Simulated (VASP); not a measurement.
# SiC (F-43m) in VASP: notebook

SiC is run at these levels: PBEsol+D3(BJ); tasks: single point.

All numbers are computed with VASP 6.6.1; they aren't measurements. Logs are shortened: lines on timing, memory, paths and dates and some standing lists are left out, and cuts for length are marked.

**What was measured.**

“Insight into the structural, elastic and electronic properties of a new orthorhombic 6O-SiC polytype”, 2020, pmc:7200658 quotes, for a bulk crystal of SiC: band gap 2.4 eV (indirect).

The results are compared with them further down.

## Step 1: The cell of the first run

It takes space group F-43m (No. 216, cubic). Conventional cell: a = 4.348 Å, b = 4.348 Å, c = 4.348 Å, α = 90.00°, β = 90.00°, γ = 90.00°. Within 2.5 Å of Si (site symmetry -43m) lie 4 C at 1.88 Å. Within 2.5 Å of C (site symmetry -43m) lie 4 Si at 1.88 Å.

## Step 2: Single point, PBEsol+D3(BJ)

Input file INCAR:

```
SYSTEM = SiC
PREC = Accurate
ENCUT = 520
EDIFF = 1E-7
ISMEAR = 0
SIGMA = 0.05
LREAL = .FALSE.
LASPH = .TRUE.
NELM = 60
ALGO = Normal
ISIF = 2
LWAVE = .FALSE.
LCHARG = .FALSE.
GGA = PS
IVDW = 12
NBANDS = 11
```

Input file KPOINTS:

```
Automatic mesh
0
G
  10 10 10
  0 0 0
```

Input file POSCAR:

```
SiC
1.0
    0.0000000000      2.1739983056      2.1739983056
    2.1739983056      0.0000000000      2.1739983056
    2.1739983056      2.1739983056      0.0000000000
Si C
1 1
Direct
    0.0000000000      0.0000000000      0.0000000000
    0.7500000000      0.7500000000      0.7500000000
```

Potentials or basis: VASP PAW PBE potentials, release 64 (Si, C).

Command:

```bash
> cat potpaw_PBE.64/Si/POTCAR potpaw_PBE.64/C/POTCAR > POTCAR
> mpirun -np 1 vasp_std > vasp.out
```

OUTCAR:

```text
SYSTEM = SiC
   PREC = Accurate
   ENCUT = 520
   EDIFF = 1E-7
   ISMEAR = 0
   LREAL = .FALSE.
   LASPH = .TRUE.
   NELM = 60
   ISIF = 2
   GGA = PS
   IVDW = 12
 IVDW          = 12

 ion  position               nearest neighbor table
   1  0.000  0.000  0.000-   2 1.88   2 1.88   2 1.88   2 1.88
   2  0.750  0.750  0.750-   1 1.88   1 1.88   1 1.88   1 1.88

  LATTYP: Found a face centered cubic cell.
 ALAT       =     4.3479966112

  Lattice vectors:

 A1 = (   0.0000000000,   2.1739983056,   2.1739983056)
 A2 = (   2.1739983056,   0.0000000000,   2.1739983056)
 A3 = (   2.1739983056,   2.1739983056,   0.0000000000)

Analysis of symmetry for initial positions (statically):
=====================================================================
 Subroutine PRICEL returns:
 Original cell was already a primitive cell.

 Routine SETGRP: Setting up the symmetry group for a
 face centered cubic supercell.

 Subroutine GETGRP returns: Found 24 space group operations
 (whereof 24 operations were pure point group operations)
 out of a pool of 48 trial point group operations.

The static configuration has the point symmetry T_d .

Analysis of symmetry for dynamics (positions and initial velocities):
=====================================================================
 Subroutine PRICEL returns:
 Original cell was already a primitive cell.

 Routine SETGRP: Setting up the symmetry group for a
 face centered cubic supercell.

 Subroutine GETGRP returns: Found 24 space group operations
 (whereof 24 operations were pure point group operations)
 out of a pool of 48 trial point group operations.

The dynamic configuration has the point symmetry T_d .

 Subroutine INISYM returns: Found 24 space group operations
 (whereof 24 operations are pure point group operations),
 and found     1 'primitive' translations

----------------------------------------------------------------------------------------

                                     Primitive cell

  volume of cell :      20.5498

  direct lattice vectors                    reciprocal lattice vectors
     0.000000000  2.173998306  2.173998306    -0.229990980  0.229990980  0.229990980
     2.173998306  0.000000000  2.173998306     0.229990980 -0.229990980  0.229990980
     2.173998306  2.173998306  0.000000000     0.229990980  0.229990980 -0.229990980

  length of vectors
     3.074497888  3.074497888  3.074497888     0.398356062  0.398356062  0.398356062

  position of ions in fractional coordinates (direct lattice)
     0.000000000  0.000000000  0.000000000
     0.750000000  0.750000000  0.750000000

  ion indices of the primitive-cell ions
   primitive index   ion index
                 1           1
                 2           2

----------------------------------------------------------------------------------------

 KPOINTS: Automatic mesh

Automatic generation of k-mesh.
 Grid dimensions read from file:
 generate k-points for:   10   10   10

 Generating k-lattice:

  Cartesian coordinates                     Fractional coordinates (reciprocal lattice)
    -0.022999098  0.022999098  0.022999098     0.100000000  0.000000000  0.000000000
     0.022999098 -0.022999098  0.022999098     0.000000000  0.100000000  0.000000000
     0.022999098  0.022999098 -0.022999098     0.000000000  0.000000000  0.100000000

  Length of vectors
     0.039835606  0.039835606  0.039835606

  Shift w.r.t. Gamma in fractional coordinates (k-lattice)
     0.000000000  0.000000000  0.000000000

 Subroutine IBZKPT returns following result:
 ===========================================

 Found     47 irreducible k-points:

 Following reciprocal coordinates:
            Coordinates               Weight
  0.000000  0.000000  0.000000      1.000000
  0.100000  0.000000  0.000000      8.000000
  0.200000  0.000000  0.000000      8.000000
  0.300000  0.000000  0.000000      8.000000
  0.400000  0.000000  0.000000      8.000000
  0.500000  0.000000  0.000000      4.000000
[... 16 lines left out ...]
  0.300000  0.300000  0.000000      6.000000
  0.400000  0.300000  0.000000     24.000000
 [... further k-points ...]
   k-points           NKPTS =     47   k-points in BZ     NKDIM =     47   number of bands    NBANDS=     11
   number of dos      NEDOS =    301   number of ions     NIONS =      2
   total plane-waves  NPLWV =  13824
   dimension x,y,z NGX =    24 NGY =   24 NGZ =   24
   dimension x,y,z NGXF=    48 NGYF=   48 NGZF=   48
   ions per type =               1   1
   NGX,Y,Z   is equivalent  to a cutoff of  12.98, 12.98, 12.98 a.u.
   NGXF,Y,Z  is equivalent  to a cutoff of  25.95, 25.95, 25.95 a.u.
 SYSTEM =  SiC
   PREC   = accura    normal or accurate (medium, high low for compatibility)
   ISTART =      0    job   : 0-new  1-cont  2-samecut
   ICHARG =      2    charge: 1-file 2-atom 10-const
   ISPIN  =      1    spin polarized calculation?
   LNONCOLLINEAR =      F non collinear calculations
   LSORBIT =      F    spin-orbit coupling
   LASPH  =      T    aspherical Exc in radial PAW
   ENCUT  =  520.0 eV  38.22 Ry    6.18 a.u.   5.72  5.72  5.72*2*pi/ulx,y,z
   NELM   =     60;   NELMIN=  2; NELMDL= -5     # of ELM steps
   EDIFF  = 0.1E-06   stopping-criterion for ELM
   LREAL  =      F    real-space projection
   EDIFFG = 0.1E-05   stopping-criterion for IOM
   NSW    =      0    number of steps for IOM
   IBRION =     -1    ionic relax: 0-MD 1-quasi-New 2-CG
   NFREE  =      0    steps in history (QN), initial steepest desc. (CG)
   ISIF   =      2    stress and relaxation
   ISYM   =      2    0-nonsym 1-usesym 2-fastsym
   POTIM  = 0.5000    time-step for ionic-motion
   TEBEG  =    0.0;   TEEND  =   0.0 temperature during run
   PSTRESS=    0.0 pullay stress
   NELECT =       8.0000    total number of electrons
   NUPDOWN=      -1.0000    fix difference up-down
   EMIN   =  10.00;   EMAX   =-10.00  energy-range for DOS
   EFERMI =   0.00;   METHOD = LEGACY
   ISMEAR =     0;   SIGMA  =   0.05  broadening in eV -4-tet -1-fermi 0-gaus
   EFERMI_NEDOS =   21; number of points for ismear=-14 and -15
   IALGO  =     38    algorithm
   IMIX   =      4    mixing-type and parameters
     AMIX     =   0.40;   BMIX     =  1.00
     AMIX_MAG =   1.60;   BMIX_MAG =  1.00
  volume/ion in A,a.u.               =      10.27        69.34
  Fermi-wavevector in a.u.,A,eV,Ry     =   1.195370  2.258921 19.441488  1.428909
  Thomas-Fermi vector in A             =   2.331337
   LORBIT       =      0    0 simple, 1 ext, 2 COOP (PROOUT), +10 PAW based schemes
   GGA     = PS    functional components
   LHFCALC =     F    Hartree Fock is set to
   AEXX    =    0.0000 exact exchange contribution
   IVDW    =    12    specifies the selected vdW correction
   LEPSILON=     F    determine dielectric tensor
   LRPA    =     F    only Hartree local field effects (RPA)
 non-spin polarized calculation
 Gauss-broadening in eV      SIGMA  =   0.05
  energy-cutoff  :      520.00
  volume of cell :       20.55
 maximum number of plane-waves:       568
   NGX = 11   NGY = 11   NGZ = 11

 number of electron       8.0000001 magnetization

 Free energy of the ion-electron system (eV)
  ---------------------------------------------------
  ext. energy  EPLUGINS =         0.00000000
  ---------------------------------------------------
  free energy    TOTEN  =       -15.91410519 eV

  energy without entropy =      -15.91410519  energy(sigma->0) =      -15.91410519

 E-fermi :   8.4589     XC(G=0): -11.5346

 val. band max:        8.1342120358   @ k =   0.0000   0.0000   0.0000
 cond. band min:       9.3617057457   @ k =   0.5000   0.5000   0.0000
 fundamental gap:      1.2274937100
 Fermi energy:         8.4588620761

 k-point     1 :       0.0000    0.0000    0.0000
  band No.  band energies     occupation
      1      -7.3443      2.00000
      2       8.1342      2.00000
      3       8.1342      2.00000
      4       8.1342      2.00000
      5      14.4016      0.00000
      6      15.4243      0.00000
      7      15.4243      0.00000
      8      15.4243      0.00000
      9      22.6309      0.00000
     10      22.6309      0.00000
     11      24.5036      0.00000

 k-point     2 :       0.1000    0.0000    0.0000
  band No.  band energies     occupation
      1      -7.1471      2.00000
      2       7.1181      2.00000
      3       7.9992      2.00000
      4       7.9992      2.00000
      5      14.6422      0.00000
      6      15.6696      0.00000
      7      15.6696      0.00000
      8      15.7149      0.00000
      9      21.6493      0.00000
     10      21.6493      0.00000
     11      24.2641      0.00000

 k-point     3 :       0.2000    0.0000    0.0000
  band No.  band energies     occupation
      1      -6.5638      2.00000
      2       4.9812      2.00000
      3       7.6901      2.00000
      4       7.6901      2.00000
      5      14.3353      0.00000
      6      16.0250      0.00000
      7      16.0250      0.00000
      8      16.9167      0.00000
      9      20.9734      0.00000
     10      20.9734      0.00000
     11      23.3781      0.00000

 k-point     4 :       0.3000    0.0000    0.0000
  band No.  band energies     occupation
      1      -5.6287      2.00000
      2       2.6469      2.00000
      3       7.3724      2.00000
      4       7.3724      2.00000
      5      13.9269      0.00000
      6      15.8674      0.00000
      7      15.8674      0.00000
      8      17.8509      0.00000
      9      21.8108      0.00000
     10      21.8108      0.00000
     11      23.1365      0.00000
[... 239 lines left out ...]
 k-point    22 :      -0.2000    0.2000    0.0000
  band No.  band energies     occupation
      1      -5.3153      2.00000
      2       3.3079      2.00000
      3       4.8682      2.00000
      4       7.4847      2.00000
      5      14.6464      0.00000
      6      16.1234      0.00000
      7      16.4855      0.00000
      8      17.2757      0.00000
      9      19.5938      0.00000
     10      23.5004      0.00000
     11      27.2586      0.00000

 k-point    23 :       0.3000    0.3000    0.0000
  band No.  band energies     occupation
      1      -5.0476      2.00000
      2       3.7752      2.00000
      3       5.7417      2.00000
      4       5.7417      2.00000
      5      11.2014      0.00000
      6      13.6562      0.00000
      7      19.6720      0.00000
      8      19.6720      0.00000
      9      20.5451      0.00000
     10      25.2259      0.00000
     11      29.7941      0.00000

 k-point    24 :       0.4000    0.3000    0.0000
  band No.  band energies     occupation
      1      -4.1664      2.00000
      2       2.5402      2.00000
      3       4.9364      2.00000
      4       5.4771      2.00000
      5      10.8957      0.00000
      6      13.6743      0.00000
      7      19.7615      0.00000
      8      20.0621      0.00000
      9      21.8935      0.00000
     10      26.2117      0.00000
     11      29.4091      0.00000

 [... further k-points ...]

------------------------ aborting loop because EDIFF is reached ----------------------------------------

 Edisp (eV)   -0.48692

 E8    (eV) :    -0.2893

  FORCE on cell =-STRESS in cart. coord.  units (eV):
  Direction    XX          YY          ZZ          XY          YZ          ZX
  --------------------------------------------------------------------------------------
  -------------------------------------------------------------------------------------
  Total      -0.27333    -0.27333    -0.27333     0.00000     0.00000    -0.00000
  in kB     -21.31000   -21.31000   -21.31000     0.00000     0.00000    -0.00000
  external pressure =      -21.31 kB  Pullay stress =        0.00 kB

 VOLUME and BASIS-vectors are now :
 -----------------------------------------------------------------------------
  energy-cutoff  :      520.00
  volume of cell :       20.55
      direct lattice vectors                 reciprocal lattice vectors
     0.000000000  2.173998306  2.173998306    -0.229990980  0.229990980  0.229990980
     2.173998306  0.000000000  2.173998306     0.229990980 -0.229990980  0.229990980
     2.173998306  2.173998306  0.000000000     0.229990980  0.229990980 -0.229990980

 POSITION                                       TOTAL-FORCE (eV/Angst)
 -----------------------------------------------------------------------------------
      0.00000      0.00000      0.00000         0.000000      0.000000      0.000000
      3.26100      3.26100      3.26100        -0.000000     -0.000000     -0.000000
 -----------------------------------------------------------------------------------
    total drift:                               -0.000000     -0.000000     -0.000000

  FREE ENERGIE OF THE ION-ELECTRON SYSTEM (eV)
  ---------------------------------------------------
  free  energy   TOTEN  =       -16.4010299534 eV

  energy  without entropy=      -16.4010299534  energy(sigma->0) =      -16.40102995
```

Wall time 20 s (1 thread of AMD EPYC 7R13, shared host); peak memory 0.12 GiB.

Results:

- Free energy: -16.4010 eV
- Pressure: -2.1 GPa
- Band gap on the k mesh: 1.23 eV, indirect (least direct gap 4.45 eV)
- Dispersion energy per atom: -0.243 eV

Caveat: the PAW data sets were made with another functional, which shifts forces and pressure a little.

## Step 3: Single point, PBEsol+D3(BJ)

This run uses another cell than the first one, of 10.10 Å³/atom, 0.983 times its volume.

Input file INCAR:

```
SYSTEM = SiC
ALGO = Normal
EDIFF = 1E-6
ENCUT = 520
GGA = PS
ISIF = 2
ISMEAR = 0
IVDW = 12
LASPH = .TRUE.
LCHARG = .TRUE.
LELF = .TRUE.
LREAL = .FALSE.
LVHAR = .TRUE.
LWAVE = .FALSE.
NBANDS = 11
NELM = 100
PREC = Accurate
SIGMA = 0.05
```

Input file KPOINTS:

```
k-points
0
G
  10 10 10
  0 0 0
```

Input file POSCAR:

```
SiC
1.0
    0.0000000000      2.1618927003      2.1618927003
    2.1618927003      0.0000000000      2.1618927003
    2.1618927003      2.1618927003      0.0000000000
Si C
1 1
Direct
    0.0000000000      0.0000000000      0.0000000000
    0.7500000000      0.7500000000      0.7500000000
```

Potentials or basis: VASP PAW PBE potentials, release 64 (Si, C).

Command:

```bash
> cat potpaw_PBE.64/Si/POTCAR potpaw_PBE.64/C/POTCAR > POTCAR
> mpirun -np 1 vasp_std > vasp.out
```

Wall time 19 s (1 thread of AMD EPYC 7R13, shared host); peak memory 0.12 GiB.

It converged, with:

```yaml
Free_energy: -16.4015 eV
Pressure: 1.7 GPa
Band_gap_on_the_k_mesh: 1.21 eV, indirect (least direct gap 4.47 eV)
Dispersion_energy_per_atom: -0.248 eV
```

Levels at points of the mesh, in eV from the valence-band top:
```
           k point  band 1  band 2  band 3  band 4  band 5  band 6  band 7  band 8  band 9
(0.00, 0.00, 0.00)  -15.61    0.00    0.00    0.00    6.46    7.41    7.41    7.41   14.60
(0.50, 0.00, 0.00)  -11.92   -8.73   -1.06   -1.06    5.59    7.24    7.24   10.05   16.30
(0.50, 0.50, 0.00)  -10.43   -7.91   -3.26   -3.26    1.21    4.28   14.23   14.23   15.00
```

Caveat: the PAW data sets were made with another functional, which shifts forces and pressure a little.

## Step 4: Single point, PBEsol+D3(BJ)

This run uses another cell than the first one, of 10.16 Å³/atom, 0.989 times its volume.

Input file INCAR:

```
PREC     = Accurate       # precision mode
ENCUT    = 520            # plane-wave cutoff, eV
EDIFF    = 1E-6           # SCF threshold, eV
ISMEAR   = 0              # smearing method
SIGMA    = 0.05           # smearing width, eV
LREAL    = F              # projectors in reciprocal space
LASPH    = T              # aspherical terms in the spheres
NELM     = 80             # most SCF steps
ALGO     = Normal         # electronic algorithm
ISIF     = 2              # what is computed and relaxed
LWAVE    = F              # write WAVECAR
LCHARG   = F              # write CHGCAR
GGA      = PS             # functional
IVDW     = 12             # dispersion correction
NBANDS   = 11             # bands
```

Input file KPOINTS:

```
Automatic mesh
0
Gamma
  10 10 10
```

Input file POSCAR:

```
SiC
1.0
    0.0000000000      2.1659315415      2.1659315415
    2.1659315415      0.0000000000      2.1659315415
    2.1659315415      2.1659315415      0.0000000000
Si C
1 1
Direct
    0.0000000000      0.0000000000      0.0000000000
    0.7500000000      0.7500000000      0.7500000000
```

Command:

```bash
> cat potpaw_PBE.64/Si/POTCAR potpaw_PBE.64/C/POTCAR > POTCAR
> mpirun -np 1 vasp_std > vasp.out
```

Wall time 21 s (1 thread of AMD EPYC 7R13, shared host); peak memory 0.12 GiB.

Results (log left out):

```
Free energy                : -16.4022 eV
Pressure                   : 0.4 GPa
Band gap on the k mesh     : 1.22 eV, indirect (least direct gap 4.46 eV)
Dispersion energy per atom : -0.246 eV
```

Levels at points of the mesh, in eV from the valence-band top:
```
           k point  band 1  band 2  band 3  band 4  band 5  band 6  band 7  band 8  band 9
(0.00, 0.00, 0.00)  -15.57    0.00    0.00    0.00    6.40    7.37    7.37    7.37   14.56
(0.50, 0.00, 0.00)  -11.89   -8.70   -1.06   -1.06    5.54    7.21    7.21   10.01   16.23
(0.50, 0.50, 0.00)  -10.41   -7.89   -3.24   -3.24    1.22    4.26   14.16   14.16   14.93
```

Caveat: the PAW data sets were made with another functional, which shifts forces and pressure a little.

## Step 5: The runs side by side

| cell | gap on the mesh (eV) | pressure (GPa) |
| --- | --- | --- |
| a = 3.074 Å, angles 60.0°, 2 atoms | 1.23 | -2.1 |
| a = 3.057 Å, angles 60.0°, 2 atoms | 1.21 | 1.7 |
| a = 3.063 Å, angles 60.0°, 2 atoms | 1.22 | 0.4 |

Alike in all rows: task single point; level PBEsol+D3(BJ); potentials or basis VASP PAW PBE potentials, release 64 (Si, C); no spin polarisation; k mesh 10 × 10 × 10; cutoff (eV) 520; smearing gaussian 0.05 eV.

Caveats: the PAW data sets were made with another functional, which shifts forces and pressure a little.

Total energies depend on the potentials used, so only differences within one code and one set of settings carry meaning.

## Step 6: Against experiment

Step 2. A measured gap of SiC is 2.4 eV (indirect; quoted in “Insight into the structural, elastic and electronic properties of a new orthorhombic 6O-SiC polytype”, 2020, pmc:7200658); the calculated 1.23 eV misses it by -1.17 eV. The value is that of PBEsol+D3(BJ) on a finite k mesh, which can miss the band edges, without temperature or zero-point motion. Semilocal functionals fall short of measured gaps as a rule.

Step 3. A measured gap of SiC is 2.4 eV (indirect; quoted in “Insight into the structural, elastic and electronic properties of a new orthorhombic 6O-SiC polytype”, 2020, pmc:7200658); the calculated 1.21 eV misses it by -1.19 eV. The value is that of PBEsol+D3(BJ) on a finite k mesh, which can miss the band edges, without temperature or zero-point motion. Semilocal functionals fall short of measured gaps as a rule.

Step 4. A measured gap of SiC is 2.4 eV (indirect; quoted in “Insight into the structural, elastic and electronic properties of a new orthorhombic 6O-SiC polytype”, 2020, pmc:7200658); the calculated 1.22 eV misses it by -1.18 eV. The value is that of PBEsol+D3(BJ) on a finite k mesh, which can miss the band edges, without temperature or zero-point motion. Semilocal functionals fall short of measured gaps as a rule.
